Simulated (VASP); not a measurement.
A run of VASP 6.6.1:

INCAR

```
PREC     = Accurate       # precision mode
ENCUT    = 520            # plane-wave cutoff, eV
EDIFF    = 1E-6           # SCF threshold, eV
ISMEAR   = 0              # smearing method
SIGMA    = 0.05           # smearing width, eV
LREAL    = F              # projectors in reciprocal space
LASPH    = T              # aspherical terms in the spheres
NELM     = 100            # most SCF steps
ALGO     = Normal         # electronic algorithm
ISIF     = 2              # what is computed and relaxed
LWAVE    = F              # write WAVECAR
LCHARG   = F              # write CHGCAR
GGA      = PS             # functional
NBANDS   = 14             # bands
```

Contents of KPOINTS:

```
Automatic mesh
0
Gamma
  10 10 10
```

Contents of POSCAR:

```
IrS
1.0
    0.0000000000      2.4712134354      2.4712134354
    2.4712134354      0.0000000000      2.4712134354
    2.4712134354      2.4712134354      0.0000000000
Ir S
1 1
Direct
    0.5000000000      0.5000000000      0.5000000000
    0.0000000000      0.0000000000      0.0000000000
```

Potentials or basis: VASP PAW PBE potentials, release 64 (Ir, S).

The run is started by

```bash
$ cat potpaw_PBE.64/Ir/POTCAR potpaw_PBE.64/S/POTCAR > POTCAR
$ mpirun -np 1 vasp_std > vasp.out
```

Hardware: 1 thread of AMD EPYC 7R43 64-Core Processor (Zen 3) (shared host).

Problem. How long does it take, and how much memory?

Solution. It took 17 s on 1 thread of AMD EPYC 7R43 64-Core Processor (Zen 3), with other jobs on the host, peak memory 0.14 GiB. Counts: scf iterations 13, k points 47.
